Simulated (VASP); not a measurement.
Here is a VASP 6.6.1 calculation.

The input INCAR:

```
SYSTEM = Ni
PREC = Accurate
ENCUT = 520
EDIFF = 1E-7
ISMEAR = -1
SIGMA = 0.05
LREAL = .FALSE.
LASPH = .TRUE.
NELM = 150
ALGO = Fast
ISIF = 2
LWAVE = .FALSE.
LCHARG = .FALSE.
LNONCOLLINEAR = .TRUE.
MAGMOM = 0.192 -0.415 0.692 -0.32 0.202 -0.038
LORBIT = 11
LMAXMIX = 4
GGA = PE
NBANDS = 32
```

The input KPOINTS:

```
Automatic mesh
0
G
  9 9 5
  0 0 0
```

Contents of POSCAR:

```
Ni
1.0
    2.4480228978      0.0000000000      0.0000000000
   -1.2240114489      2.1200500186      0.0000000000
    0.0000000000      0.0000000000      4.0728075700
Ni
2
Direct
    0.6666666667      0.3333333333      0.7500000000
    0.3333333333      0.6666666667      0.2500000000
```

Potentials or basis: VASP PAW PBE potentials, release 64 (Ni).

Launch:

```console
$ cat potpaw_PBE.64/Ni/POTCAR > POTCAR
$ mpirun -np 1 vasp_ncl > vasp.out
```

Q: Predict the band gap on the k mesh.

A: Zero (bands 20 and 21 overlap by 0.92 eV).

Q: What does it give for the pressure?

A: 6.5 GPa.

Q: Estimate the net moment.

A: 1.08 μB per cell.

Moments on the atoms (μB; x, y, z):
```
Ni  -0.15 -0.14  0.51
Ni  -0.15 -0.14  0.51
```

Caveat: the cell stands under pressure.
